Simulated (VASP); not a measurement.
# Sn (Immm) in VASP: further runs

Aim: see how the results for Sn move with the level of theory and the settings. Levels: PBE, PBE+D3(BJ), RPBE+D3(BJ). Tasks: single point.

Everything below comes from runs of VASP 6.6.1. Logs are shortened: lines on timing, memory, paths and dates and some standing lists are left out, and cuts for length are marked.

### Step 1. The cell of the first run

Symmetry: Immm, No. 71, orthorhombic system. Conventional cell: a = 3.453 Å, b = 3.551 Å, c = 4.677 Å, α = 90.00°, β = 90.00°, γ = 90.00°. Sn (site symmetry mmm) has 14 Sn at 3.41 to 4.68 Å within 4.7 Å.

### Step 2. Single point, PBE, collinear spin

INCAR reads:

```
SYSTEM = Sn
ALGO = Normal ; EDIFF = 1E-6
ENCUT = 520 ; GGA = PE
ISIF = 2 ; ISMEAR = 0
ISPIN = 2 ; LASPH = .True.
LCHARG = .False. ; LORBIT = 11
LREAL = .False. ; LWAVE = .False.
MAGMOM = 0.5 ; NBANDS = 17
NELM = 150 ; PREC = Accurate
SIGMA = 0.15
```

KPOINTS reads:

```
k-points
0
Gamma
  11 11 11
  0 0 0
```

POSCAR reads:

```
Sn
1.0
   -1.7265390000      1.7755470000      2.3383420000
    1.7265390000     -1.7755470000      2.3383420000
    1.7265390000      1.7755470000     -2.3383420000
Sn
1
Direct
    0.0000000000      0.0000000000      0.0000000000
```

Potentials or basis: VASP PAW PBE potentials, release 64 (Sn_d).

On the command line:

```bash
> cat potpaw_PBE.64/Sn_d/POTCAR > POTCAR
> mpirun -np 1 vasp_std > vasp.out
```

OUTCAR:

```text
SYSTEM = Sn
   EDIFF = 1E-6
   ENCUT = 520
   GGA = PE
   ISIF = 2
   ISMEAR = 0
   ISPIN = 2
   LASPH = .True.
   LORBIT = 11
   LREAL = .False.
   NELM = 150
   PREC = Accurate

 ion  position               nearest neighbor table
   1  0.000  0.000  0.000-

  LATTYP: Found a body centered orthorhombic cell.
 ALAT       =     3.4530780000
 B/A-ratio  =     1.0283851103
 C/A-ratio  =     1.3543522620

  Lattice vectors:

 A1 = (  -1.7265390000,   1.7755470000,   2.3383420000)
 A2 = (   1.7265390000,  -1.7755470000,   2.3383420000)
 A3 = (   1.7265390000,   1.7755470000,  -2.3383420000)

Analysis of symmetry for initial positions (statically):
=====================================================================
 Subroutine PRICEL returns:
 Original cell was already a primitive cell.

 Routine SETGRP: Setting up the symmetry group for a
 body centered orthorhombic supercell.

 Subroutine GETGRP returns: Found  8 space group operations
 (whereof  8 operations were pure point group operations)
 out of a pool of  8 trial point group operations.

The static configuration has the point symmetry D_2h.

Analysis of symmetry for dynamics (positions and initial velocities):
=====================================================================
 Subroutine PRICEL returns:
 Original cell was already a primitive cell.

 Routine SETGRP: Setting up the symmetry group for a
 body centered orthorhombic supercell.

 Subroutine GETGRP returns: Found  8 space group operations
 (whereof  8 operations were pure point group operations)
 out of a pool of  8 trial point group operations.

The dynamic configuration has the point symmetry D_2h.

Analysis of structural, dynamic, and magnetic symmetry:
=====================================================================
 Subroutine PRICEL returns:
 Original cell was already a primitive cell.

 Routine SETGRP: Setting up the symmetry group for a
 body centered orthorhombic supercell.

 Subroutine GETGRP returns: Found  8 space group operations
 (whereof  8 operations were pure point group operations)
 out of a pool of  8 trial point group operations.

The overall configuration has the point symmetry D_2h.

[... 103 lines left out ...]
   ISYM   =      2    0-nonsym 1-usesym 2-fastsym
   POTIM  = 0.5000    time-step for ionic-motion
   TEBEG  =    0.0;   TEEND  =   0.0 temperature during run
   PSTRESS=    0.0 pullay stress
   NELECT =      14.0000    total number of electrons
   NUPDOWN=      -1.0000    fix difference up-down
   EMIN   =  10.00;   EMAX   =-10.00  energy-range for DOS
   EFERMI =   0.00;   METHOD = LEGACY
   ISMEAR =     0;   SIGMA  =   0.15  broadening in eV -4-tet -1-fermi 0-gaus
   EFERMI_NEDOS =   21; number of points for ismear=-14 and -15
   IALGO  =     38    algorithm
   IMIX   =      4    mixing-type and parameters
     AMIX     =   0.40;   BMIX     =  1.00
     AMIX_MAG =   1.60;   BMIX_MAG =  1.00
  volume/ion in A,a.u.               =      28.67       193.50
  Fermi-wavevector in a.u.,A,eV,Ry     =   1.289116  2.436076 22.610433  1.661820
  Thomas-Fermi vector in A             =   2.421028
   LORBIT       =     11    0 simple, 1 ext, 2 COOP (PROOUT), +10 PAW based schemes
   GGA     = PE    functional components
   LHFCALC =     F    Hartree Fock is set to
   AEXX    =    0.0000 exact exchange contribution
   IVDW    =     0    specifies the selected vdW correction
   LEPSILON=     F    determine dielectric tensor
   LRPA    =     F    only Hartree local field effects (RPA)
 spin polarized calculation
 Gauss-broadening in eV      SIGMA  =   0.15
  energy-cutoff  :      520.00
  volume of cell :       28.67
 maximum number of plane-waves:       788
 NGX is ok and might be reduce to    28
   NGX = 13   NGY = 13   NGZ = 13

 number of electron      13.9999998 magnetization       0.0001534

 number of electron      13.9999998 magnetization      -0.0000093

 Free energy of the ion-electron system (eV)
  ---------------------------------------------------
  ext. energy  EPLUGINS =         0.00000000
  ---------------------------------------------------
  free energy    TOTEN  =        -3.78858092 eV

  energy without entropy =       -3.78374107  energy(sigma->0) =       -3.78616099

 E-fermi :   7.5107     XC(G=0): -10.1144

 val. band max:        7.5004761602   @ k =   0.1818   0.1818   0.1818
 cond. band min:       7.5323464821   @ k =  -0.1818   0.3636   0.0000
 fundamental gap:      0.0318703219
 Fermi energy:         7.5107073737

 spin component 1

 k-point     1 :       0.0000    0.0000    0.0000
  band No.  band energies     occupation
      1     -14.0510      1.00000
      2     -14.0357      1.00000
      3     -14.0176      1.00000
      4     -13.9889      1.00000
      5     -13.9524      1.00000
      6      -3.2501      1.00000
[... 459 lines left out ...]
      6       0.1295      1.00000
[... 9 lines left out ...]
     16      28.5354      0.00000
     17      28.9415      0.00000

 [... further k-points ...]

 spin component 2

 k-point     1 :       0.0000    0.0000    0.0000
  band No.  band energies     occupation
      1     -14.0493      1.00000
      2     -14.0341      1.00000
      3     -14.0159      1.00000
      4     -13.9872      1.00000
      5     -13.9508      1.00000
      6      -3.2499      1.00000
[... 459 lines left out ...]
      6       0.1298      1.00000
[... 9 lines left out ...]
     16      28.5355      0.00000
     17      28.9417      0.00000

 [... further k-points ...]

------------------------ aborting loop because EDIFF is reached ----------------------------------------

  FORCE on cell =-STRESS in cart. coord.  units (eV):
  Direction    XX          YY          ZZ          XY          YZ          ZX
  --------------------------------------------------------------------------------------
  -------------------------------------------------------------------------------------
  Total       -0.0862084     -0.3737408     -0.1347000     -0.0000000      0.0000000      0.0000000
  in kB       -4.8170796    -20.8835574     -7.5266479     -0.0000000      0.0000000      0.0000000
  external PRESSURE =     -11.0757616 kB  Pullay stress =       0.0000000 kB

 VOLUME and BASIS-vectors are now :
 -----------------------------------------------------------------------------
  energy-cutoff  :      520.00
  volume of cell :       28.67
      direct lattice vectors                 reciprocal lattice vectors
    -1.726539000  1.775547000  2.338342000     0.000000000  0.281603359  0.213826720
     1.726539000 -1.775547000  2.338342000     0.289596702  0.000000000  0.213826720
     1.726539000  1.775547000 -2.338342000     0.289596702  0.281603359  0.000000000

 POSITION                                       TOTAL-FORCE (eV/Angst)
 -----------------------------------------------------------------------------------
      0.00000      0.00000      0.00000         0.000000      0.000000     -0.000000
 -----------------------------------------------------------------------------------
    total drift:                                0.000000     -0.000000      0.000000

  FREE ENERGIE OF THE ION-ELECTRON SYSTEM (eV)
  ---------------------------------------------------
  free  energy   TOTEN  =        -3.7885809226 eV

  energy  without entropy=       -3.7837410655  energy(sigma->0) =       -3.78616099

 total charge

# of ion       s       p       d       tot
------------------------------------------
    1        1.307   0.846   9.965  12.118

 magnetization (x)

# of ion       s       p       d       tot
------------------------------------------
    1       -0.000   0.000  -0.000   0.000
```

Run time: 6.2 min. Hardware: 1 thread of AMD EPYC 7R13, shared host; peak memory 0.25 GiB.

What came out:

```yaml
Free_energy: -3.7886 eV
Pressure: -1.1 GPa
Band_gap_on_the_k_mesh: zero (filled and empty bands overlap)
Net_moment: 0.00 μB per cell
Valence_electrons_inside_the_program's_atomic_spheres: Sn 12.12
```

Stress tensor (GPa, compression positive):
```
-0.48  0.00  0.00
 0.00 -2.09  0.00
 0.00  0.00 -0.75
```

Caveat: spin-orbit coupling is left out, which moves the levels of the heavy elements.

### Step 3. Single point, PBE+D3(BJ), collinear spin

INCAR reads:

```
PREC = Accurate
ENCUT = 520
EDIFF = 1E-6
ISMEAR = 0
SIGMA = 0.1
LREAL = False
LASPH = True
NELM = 150
ALGO = Normal
ISIF = 2
LWAVE = False
LCHARG = True
ISPIN = 2
MAGMOM = -0.5
LORBIT = 11
GGA = PE
IVDW = 12
LELF = True
LVHAR = True
NBANDS = 17
```

KPOINTS reads:

```
Automatic mesh
0
Gamma
  11 11 11
```

POSCAR is that of step 2.

Potentials or basis: VASP PAW PBE potentials, release 64 (Sn_d).

On the command line:

```bash
> cat potpaw_PBE.64/Sn_d/POTCAR > POTCAR
> mpirun -np 1 vasp_std > vasp.out
```

It took 5.6 min on 1 thread of AMD EPYC 7R13, shared host; peak memory 0.26 GiB.

Results (log left out):

- Free energy: -4.1521 eV
- Pressure: -3.1 GPa
- Band gap on the k mesh: zero (filled and empty bands overlap)
- Net moment: 0.00 μB per cell
- Valence electrons inside the program's atomic spheres: Sn 12.12
- Dispersion energy per atom: -0.365 eV

Stress tensor (GPa, compression positive):
```
-2.45  0.00  0.00
 0.00 -4.19  0.00
 0.00  0.00 -2.75
```

Levels at points of the mesh, in eV from the Fermi level:
Spin up:
```csv
k point,band 4,band 5,band 6,band 7,band 8,band 9,band 10,band 11
"(0.00, 0.00, 0.00)",-21.50,-21.47,-10.77,7.02,7.17,7.57,10.61,11.12
```
Spin down:
| k point | band 5 | band 6 | band 7 | band 8 | band 9 | band 10 |
| --- | --- | --- | --- | --- | --- | --- |
| (0.00, 0.00, 0.00) | -21.47 | -10.77 | 7.02 | 7.17 | 7.57 | 10.61 |

Caveat: three body term missing; the cell stands under tension; spin-orbit coupling is left out, which moves the levels of the heavy elements.

### Step 4. Single point, RPBE+D3(BJ), collinear spin

INCAR reads:

```
SYSTEM = Sn
PREC = Accurate
ENCUT = 520
EDIFF = 1E-7
ISMEAR = 1
SIGMA = 0.01
LREAL = .False.
LASPH = .True.
NELM = 150
ALGO = Normal
ISIF = 2
LWAVE = .False.
LCHARG = .False.
ISPIN = 2
MAGMOM = 0.5
LORBIT = 11
GGA = RP
IVDW = 12
NBANDS = 17
```

KPOINTS reads:

```
regular mesh
0
Gamma
  11 11 11
  0 0 0
```

POSCAR is that of step 3.

On the command line:

```bash
> cat potpaw_PBE.64/Sn_d/POTCAR > POTCAR
> mpirun -np 1 vasp_std > vasp.out
```

Wall time 6.2 min (1 thread of AMD EPYC 7R13, shared host); peak memory 0.26 GiB.

Results (log left out):

```yaml
Free_energy: -5.2898 eV
Pressure: -17.1 GPa
Band_gap_on_the_k_mesh: zero (filled and empty bands overlap)
Net_moment: 0.00 μB per cell
Valence_electrons_inside_the_program's_atomic_spheres: Sn 12.12
Dispersion_energy_per_atom: -1.864 eV
```

Stress tensor (GPa, compression positive):
```
-16.50   0.00   0.00
  0.00 -18.22   0.00
  0.00   0.00 -16.51
```

Levels at points of the mesh, in eV from the Fermi level:
Spin up:
| k point | band 5 | band 6 | band 7 | band 8 | band 9 | band 10 |
| --- | --- | --- | --- | --- | --- | --- |
| (0.00, 0.00, 0.00) | -21.56 | -10.77 | 7.06 | 7.20 | 7.61 | 10.54 |
Spin down:
| k point | band 3 | band 4 | band 5 | band 6 | band 7 | band 8 | band 9 | band 10 | band 11 | band 12 |
| --- | --- | --- | --- | --- | --- | --- | --- | --- | --- | --- |
| (0.00, 0.00, 0.00) | -21.62 | -21.59 | -21.56 | -10.77 | 7.06 | 7.20 | 7.61 | 10.54 | 11.07 | 11.58 |

Caveat: the cell stands under tension; the PAW data sets were made with another functional, which shifts forces and pressure a little; spin-orbit coupling is left out, which moves the levels of the heavy elements.

### Step 5. Summary

```tsv
level	smearing	gap on the mesh (eV)	pressure (GPa)	moment (μB)
PBE	gaussian 0.15 eV	none	-1.1	0.00
PBE+D3(BJ)	gaussian 0.1 eV	none	-3.1	0.00
RPBE+D3(BJ)	methfessel-paxton 0.01 eV	none	-17.1	0.00
```

Alike in all rows: task single point; potentials or basis VASP PAW PBE potentials, release 64 (Sn_d); spin collinear; cell as given; k mesh 11 × 11 × 11; cutoff (eV) 520.

The pressure there spans -17.1 GPa (RPBE+D3(BJ)) to -1.1 GPa (PBE); a positive pressure means that this level wants a larger cell, a negative one a smaller.

Caveats: spin-orbit coupling is left out, which moves the levels of the heavy elements; the cell stands under tension (at least some runs); three body term missing (at least some runs); the PAW data sets were made with another functional, which shifts forces and pressure a little (at least some runs).

Absolute energies hang on the potentials; compare differences alone.
